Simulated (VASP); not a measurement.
# Tc (P6_3/mmc) in VASP: a series of runs

The runs below take Tc through single point, relaxation of cell and atoms, with PBEsol.

Everything below comes from runs of VASP 6.6.1. Logs are shortened: lines on timing, memory, paths and dates and some standing lists are left out, and cuts for length are marked.

### Step 1. The cell of the first run

The structure is hexagonal, space group P6_3/mmc (No. 194). The conventional cell has a = 2.723 Å, b = 2.723 Å, c = 4.365 Å, α = 90.00°, β = 90.00°, γ = 120.00°. Within 3.5 Å of Tc (site symmetry -6m2) lie 12 Tc at 2.69 to 2.72 Å.

### Step 2. Single point, PBEsol

Input file INCAR:

```
PREC     = Accurate       # precision mode
ENCUT    = 520            # plane-wave cutoff, eV
EDIFF    = 1E-7           # SCF threshold, eV
ISMEAR   = 0              # smearing method
SIGMA    = 0.1            # smearing width, eV
LREAL    = False          # projectors in reciprocal space
LASPH    = True           # aspherical terms in the spheres
NELM     = 100            # most SCF steps
ALGO     = Normal         # electronic algorithm
ISIF     = 2              # what is computed and relaxed
LWAVE    = False          # write WAVECAR
LCHARG   = True           # write CHGCAR
GGA      = PS             # functional
LELF     = True           # ELF
LVHAR    = True         
NBANDS   = 20             # bands
```

Input file KPOINTS:

```
Automatic mesh
0
Gamma
  9 9 5
```

Input file POSCAR:

```
Tc
1.0
    2.7230690483      0.0000000000      0.0000000000
   -1.3615345241      2.3582469721      0.0000000000
    0.0000000000      0.0000000000      4.3648568646
Tc
2
Direct
    0.3333333333      0.6666666667      0.2500000000
    0.6666666667      0.3333333333      0.7500000000
```

Potentials or basis: VASP PAW PBE potentials, release 64 (Tc_pv).

Launch:

```
> cat potpaw_PBE.64/Tc_pv/POTCAR > POTCAR
> mpirun -np 1 vasp_std > vasp.out
```

OUTCAR:

```text
PREC = Accurate
   ENCUT = 520
   EDIFF = 1E-7
   ISMEAR = 0
   LREAL = False
   LASPH = True
   NELM = 100
   ISIF = 2
   GGA = PS

 ion  position               nearest neighbor table
   1  0.333  0.667  0.250-   2 2.69   2 2.69   2 2.69   2 2.69   2 2.69   2 2.69
   2  0.667  0.333  0.750-   1 2.69   1 2.69   1 2.69   1 2.69   1 2.69   1 2.69

  LATTYP: Found a hexagonal cell.
 ALAT       =     2.7230690483
 C/A-ratio  =     1.6029181733

  Lattice vectors:

 A1 = (   2.7230690483,   0.0000000000,   0.0000000000)
 A2 = (  -1.3615345241,   2.3582469721,   0.0000000000)
 A3 = (   0.0000000000,   0.0000000000,   4.3648568646)

Analysis of symmetry for initial positions (statically):
=====================================================================
 Subroutine PRICEL returns:
 Original cell was already a primitive cell.

 Routine SETGRP: Setting up the symmetry group for a
 hexagonal supercell.

 Subroutine GETGRP returns: Found 24 space group operations
 (whereof 12 operations were pure point group operations)
 out of a pool of 24 trial point group operations.

The static configuration has the point symmetry D_3d.
 The point group associated with its full space group is D_6h.

Analysis of symmetry for dynamics (positions and initial velocities):
=====================================================================
 Subroutine PRICEL returns:
 Original cell was already a primitive cell.

 Routine SETGRP: Setting up the symmetry group for a
 hexagonal supercell.

 Subroutine GETGRP returns: Found 24 space group operations
 (whereof 12 operations were pure point group operations)
 out of a pool of 24 trial point group operations.

The dynamic configuration has the point symmetry D_3d.
 The point group associated with its full space group is D_6h.

 Subroutine INISYM returns: Found 24 space group operations
 (whereof 12 operations are pure point group operations),
 and found     1 'primitive' translations

----------------------------------------------------------------------------------------

                                     Primitive cell

  volume of cell :      28.0297

  direct lattice vectors                    reciprocal lattice vectors
     2.723069048  0.000000000  0.000000000     0.367232700  0.212021898  0.000000000
    -1.361534524  2.358246972  0.000000000     0.000000000  0.424043797  0.000000000
     0.000000000  0.000000000  4.364856865     0.000000000  0.000000000  0.229102587

  length of vectors
     2.723069048  2.723069048  4.364856865     0.424043797  0.424043797  0.229102587

  position of ions in fractional coordinates (direct lattice)
     0.333333333  0.666666667  0.250000000
     0.666666667  0.333333333  0.750000000

  ion indices of the primitive-cell ions
   primitive index   ion index
                 1           1
                 2           2

----------------------------------------------------------------------------------------

 KPOINTS: Automatic mesh

Automatic generation of k-mesh.
 Grid dimensions read from file:
 generate k-points for:    9    9    5

 Generating k-lattice:

  Cartesian coordinates                     Fractional coordinates (reciprocal lattice)
     0.040803633  0.023557989  0.000000000     0.111111111  0.000000000  0.000000000
     0.000000000  0.047115977  0.000000000     0.000000000  0.111111111  0.000000000
     0.000000000  0.000000000  0.045820517     0.000000000  0.000000000  0.200000000

  Length of vectors
     0.047115977  0.047115977  0.045820517

  Shift w.r.t. Gamma in fractional coordinates (k-lattice)
     0.000000000  0.000000000  0.000000000

 Subroutine IBZKPT returns following result:
 ===========================================

 Found     36 irreducible k-points:

 Following reciprocal coordinates:
            Coordinates               Weight
  0.000000  0.000000  0.000000      1.000000
  0.111111  0.000000  0.000000      6.000000
  0.222222 -0.000000  0.000000      6.000000
  0.333333  0.000000  0.000000      6.000000
  0.444444 -0.000000  0.000000      6.000000
  0.111111  0.111111  0.000000      6.000000
[... 16 lines left out ...]
  0.333333  0.222222  0.200000     24.000000
  0.333333  0.333333  0.200000      4.000000
 [... further k-points ...]
   k-points           NKPTS =     36   k-points in BZ     NKDIM =     36   number of bands    NBANDS=     20
   number of dos      NEDOS =    301   number of ions     NIONS =      2
   total plane-waves  NPLWV =  12800
   dimension x,y,z NGX =    20 NGY =   20 NGZ =   32
   dimension x,y,z NGXF=    40 NGYF=   40 NGZF=   64
   ions per type =               2
   NGX,Y,Z   is equivalent  to a cutoff of  12.21, 12.21, 12.19 a.u.
   NGXF,Y,Z  is equivalent  to a cutoff of  24.42, 24.42, 24.38 a.u.
 SYSTEM =  unknown system
   PREC   = accura    normal or accurate (medium, high low for compatibility)
   ISTART =      0    job   : 0-new  1-cont  2-samecut
   ICHARG =      2    charge: 1-file 2-atom 10-const
   ISPIN  =      1    spin polarized calculation?
   LNONCOLLINEAR =      F non collinear calculations
   LSORBIT =      F    spin-orbit coupling
   LASPH  =      T    aspherical Exc in radial PAW
   ENCUT  =  520.0 eV  38.22 Ry    6.18 a.u.   5.06  5.06  8.12*2*pi/ulx,y,z
   NELM   =    100;   NELMIN=  2; NELMDL= -5     # of ELM steps
   EDIFF  = 0.1E-06   stopping-criterion for ELM
   LREAL  =      F    real-space projection
   EDIFFG = 0.1E-05   stopping-criterion for IOM
   NSW    =      0    number of steps for IOM
   IBRION =     -1    ionic relax: 0-MD 1-quasi-New 2-CG
   NFREE  =      0    steps in history (QN), initial steepest desc. (CG)
   ISIF   =      2    stress and relaxation
   ISYM   =      2    0-nonsym 1-usesym 2-fastsym
   POTIM  = 0.5000    time-step for ionic-motion
   TEBEG  =    0.0;   TEEND  =   0.0 temperature during run
   PSTRESS=    0.0 pullay stress
   NELECT =      26.0000    total number of electrons
   NUPDOWN=      -1.0000    fix difference up-down
   EMIN   =  10.00;   EMAX   =-10.00  energy-range for DOS
   EFERMI =   0.00;   METHOD = LEGACY
   ISMEAR =     0;   SIGMA  =   0.10  broadening in eV -4-tet -1-fermi 0-gaus
   EFERMI_NEDOS =   21; number of points for ismear=-14 and -15
   IALGO  =     38    algorithm
   IMIX   =      4    mixing-type and parameters
     AMIX     =   0.40;   BMIX     =  1.00
     AMIX_MAG =   1.60;   BMIX_MAG =  1.00
  volume/ion in A,a.u.               =      14.01        94.58
  Fermi-wavevector in a.u.,A,eV,Ry     =   1.596590  3.017117 34.682589  2.549098
  Thomas-Fermi vector in A             =   2.694328
   LORBIT       =      0    0 simple, 1 ext, 2 COOP (PROOUT), +10 PAW based schemes
   GGA     = PS    functional components
   LHFCALC =     F    Hartree Fock is set to
   AEXX    =    0.0000 exact exchange contribution
   IVDW    =     0    specifies the selected vdW correction
   LEPSILON=     F    determine dielectric tensor
   LRPA    =     F    only Hartree local field effects (RPA)
 non-spin polarized calculation
 Gauss-broadening in eV      SIGMA  =   0.10
  energy-cutoff  :      520.00
  volume of cell :       28.03
 maximum number of plane-waves:       768
   NGX = 11   NGY = 11   NGZ = 17

 number of electron      26.0000002 magnetization

 Free energy of the ion-electron system (eV)
  ---------------------------------------------------
  ext. energy  EPLUGINS =         0.00000000
  ---------------------------------------------------
  free energy    TOTEN  =       -22.52589166 eV

  energy without entropy =      -22.51851920  energy(sigma->0) =      -22.52220543

 E-fermi :  12.9577     XC(G=0): -14.0657

 val. band max:       12.8331354152   @ k =   0.1111   0.1111   0.0000
 cond. band min:      12.9654151463   @ k =   0.2222  -0.0000   0.0000
 fundamental gap:      0.1322797311
 Fermi energy:        12.9576942285

 k-point     1 :       0.0000    0.0000    0.0000
  band No.  band energies     occupation
      1     -26.5999      2.00000
      2     -25.3889      2.00000
      3     -25.3889      2.00000
      4     -25.1887      2.00000
      5     -25.1887      2.00000
      6     -25.1661      2.00000
[... 12 lines left out ...]
     19      24.1903      0.00000
     20      27.1749      0.00000

 k-point     2 :       0.1111    0.0000    0.0000
  band No.  band energies     occupation
      1     -26.5465      2.00000
      2     -25.5089      2.00000
      3     -25.4277      2.00000
      4     -25.3125      2.00000
      5     -25.2055      2.00000
      6     -25.1890      2.00000
[... 12 lines left out ...]
     19      24.1199      0.00000
     20      28.0861      0.00000

 k-point     3 :       0.2222   -0.0000    0.0000
  band No.  band energies     occupation
      1     -26.3992      2.00000
      2     -25.8116      2.00000
      3     -25.6129      2.00000
      4     -25.5208      2.00000
      5     -25.2587      2.00000
      6     -25.2517      2.00000
[... 12 lines left out ...]
     19      23.8141      0.00000
     20      28.5905      0.00000

 k-point     4 :       0.3333    0.0000    0.0000
  band No.  band energies     occupation
      1     -26.1965      2.00000
      2     -26.1526      2.00000
      3     -25.9350      2.00000
      4     -25.6210      2.00000
      5     -25.3725      2.00000
      6     -25.3081      2.00000
[... 12 lines left out ...]
     19      23.3983      0.00000
     20      25.4421      0.00000

 k-point     5 :       0.4444   -0.0000    0.0000
  band No.  band energies     occupation
      1     -26.3723      2.00000
      2     -26.1362      2.00000
      3     -26.0151      2.00000
      4     -25.6840      2.00000
      5     -25.4954      2.00000
      6     -25.3463      2.00000
[... 12 lines left out ...]
     19      24.3869      0.00000
     20      25.1746      0.00000
[... 353 lines left out ...]
      6     -25.4243      2.00000
[... 12 lines left out ...]
     19      24.6753      0.00000
     20      25.4102      0.00000

 k-point    22 :       0.2222    0.2222    0.2000
  band No.  band energies     occupation
      1     -26.2574      2.00000
      2     -26.1550      2.00000
      3     -25.8284      2.00000
      4     -25.7570      2.00000
      5     -25.5236      2.00000
      6     -25.3912      2.00000
[... 12 lines left out ...]
     19      25.1500      0.00000
     20      25.8420      0.00000

 k-point    23 :       0.3333    0.2222    0.2000
  band No.  band energies     occupation
      1     -26.3059      2.00000
      2     -26.1807      2.00000
      3     -25.9485      2.00000
      4     -25.7278      2.00000
      5     -25.6363      2.00000
      6     -25.4744      2.00000
[... 12 lines left out ...]
     19      24.0797      0.00000
     20      24.8447      0.00000

 k-point    24 :       0.3333    0.3333    0.2000
  band No.  band energies     occupation
      1     -26.1638      2.00000
      2     -26.1403      2.00000
      3     -26.1403      2.00000
      4     -25.8006      2.00000
      5     -25.5803      2.00000
      6     -25.5803      2.00000
[... 12 lines left out ...]
     19      22.1125      0.00000
     20      26.8596      0.00000

 [... further k-points ...]

------------------------ aborting loop because EDIFF is reached ----------------------------------------

  FORCE on cell =-STRESS in cart. coord.  units (eV):
  Direction    XX          YY          ZZ          XY          YZ          ZX
  --------------------------------------------------------------------------------------
  -------------------------------------------------------------------------------------
  Total       -0.1190933     -0.1190933     -0.1241081     -0.0000000     -0.0000000      0.0000000
  in kB       -6.8073780     -6.8073780     -7.0940252     -0.0000000     -0.0000000      0.0000000
  external PRESSURE =      -6.9029271 kB  Pullay stress =       0.0000000 kB

 VOLUME and BASIS-vectors are now :
 -----------------------------------------------------------------------------
  energy-cutoff  :      520.00
  volume of cell :       28.03
      direct lattice vectors                 reciprocal lattice vectors
     2.723069048  0.000000000  0.000000000     0.367232700  0.212021898  0.000000000
    -1.361534524  2.358246972  0.000000000     0.000000000  0.424043797  0.000000000
     0.000000000  0.000000000  4.364856865     0.000000000  0.000000000  0.229102587

 POSITION                                       TOTAL-FORCE (eV/Angst)
 -----------------------------------------------------------------------------------
     -0.00000      1.57216      1.09121        -0.000000      0.000000      0.000000
      1.36153      0.78608      3.27364         0.000000     -0.000000      0.000000
 -----------------------------------------------------------------------------------
    total drift:                                0.000000     -0.000000      0.000000

  FREE ENERGIE OF THE ION-ELECTRON SYSTEM (eV)
  ---------------------------------------------------
  free  energy   TOTEN  =       -22.5258916595 eV

  energy  without entropy=      -22.5185192003  energy(sigma->0) =      -22.52220543
```

Wall time 17 s (1 thread of Intel Xeon 8259CL, shared host); peak memory 0.14 GiB.

Results:

```
Free energy            : -22.5259 eV
Pressure               : -0.7 GPa
Band gap on the k mesh : zero (bands 13 and 14 overlap by 2.35 eV)
```

Levels at points of the mesh, in eV from the Fermi level:
| k point | band 9 | band 10 | band 11 | band 12 | band 13 | band 14 | band 15 | band 16 | band 17 | band 18 |
| --- | --- | --- | --- | --- | --- | --- | --- | --- | --- | --- |
| (0.00, 0.00, 0.00) | -1.69 | -1.69 | -1.62 | -0.94 | -0.94 | -0.23 | -0.23 | 1.61 | 2.52 | 2.52 |

Caveat: the PAW data sets were made with another functional, which shifts forces and pressure a little.

### Step 3. Relaxation of cell and atoms, PBEsol

This run uses another cell than the first one, of 14.30 Å³/atom.

Input file INCAR:

```
SYSTEM = Tc
PREC = Accurate ; ENCUT = 600
EDIFF = 1E-6 ; ISMEAR = 0
SIGMA = 0.1 ; LREAL = .False.
LASPH = .True. ; NELM = 60
ALGO = Normal ; ISIF = 3
LWAVE = .False. ; LCHARG = .False.
GGA = PS ; IBRION = 2
NSW = 80 ; EDIFFG = -0.02
```

Input file KPOINTS:

```
Automatic mesh
0
Gamma
  9 9 5
  0 0 0
```

Input file POSCAR:

```
Tc
1.0
    2.7400000000      0.0000000000      0.0000000000
   -1.3700000000      2.3729096064      0.0000000000
    0.0000000000      0.0000000000      4.3980000000
Tc
2
Direct
    0.3333333333      0.6666666667      0.2500000000
    0.6666666667      0.3333333333      0.7500000000
```

Potentials or basis: VASP PAW PBE potentials, release 64 (Tc_pv).

Launch:

```
> cat potpaw_PBE.64/Tc_pv/POTCAR > POTCAR
> mpirun -np 1 vasp_std > vasp.out
```

Run time: 79 s. Hardware: 1 thread of Intel Xeon 8259CL, shared host; peak memory 0.17 GiB.

Results (log left out):

| Item | Value |
| --- | --- |
| Free energy | -22.5272 eV |
| Relaxed volume | 13.99 Å³/atom |
| Relaxed cell | a = 2.721 Å, b = 2.721 Å, c = 4.364 Å, α = 90.00°, β = 90.00°, γ = 120.00° |
| Space group after relaxing (to 0.1 Å) | P6_3/mmc (No. 194) |
| Energy gained by relaxing | 6.7 meV/atom |
| Ionic steps | 4 |
| Pressure after relaxing | 0.0 GPa |
| Band gap on the k mesh | zero (bands 13 and 14 overlap by 2.35 eV) |

Stress tensor (GPa, compression positive):
```
 0.07  0.00  0.00
 0.00  0.07  0.00
 0.00  0.00 -0.17
```

The path:
| step | energy change (eV) | largest force (eV/Å) | pressure (GPa) | volume (Å³) |
| --- | --- | --- | --- | --- |
| 1 | 0.0000 | 0.0000 | -6.78 | 28.59 |
| 2 | 0.1235 | 0.0000 | 25.61 | 26.16 |
| 3 | -0.0133 | 0.0000 | -0.20 | 28.00 |
| 4 | -0.0133 | 0.0000 | -0.01 | 27.98 |

Final structure:
```xyz
2
Lattice="2.7210 0.0000 0.0000 -1.3605 2.3565 0.0000 0.0000 0.0000 4.3639" Properties=species:S:1:pos:R:3 pbc="T T T"
Tc    0.0000    1.5710    1.0910
Tc    1.3605    0.7855    3.2729
```

Levels at points of the mesh, in eV from the Fermi level:
```tsv
k point	band 11	band 12	band 13	band 14	band 15	band 16
(0.00, 0.00, 0.00)	-1.64	-0.95	-0.95	-0.23	-0.23	1.61
```

Caveat: the PAW data sets were made with another functional, which shifts forces and pressure a little.
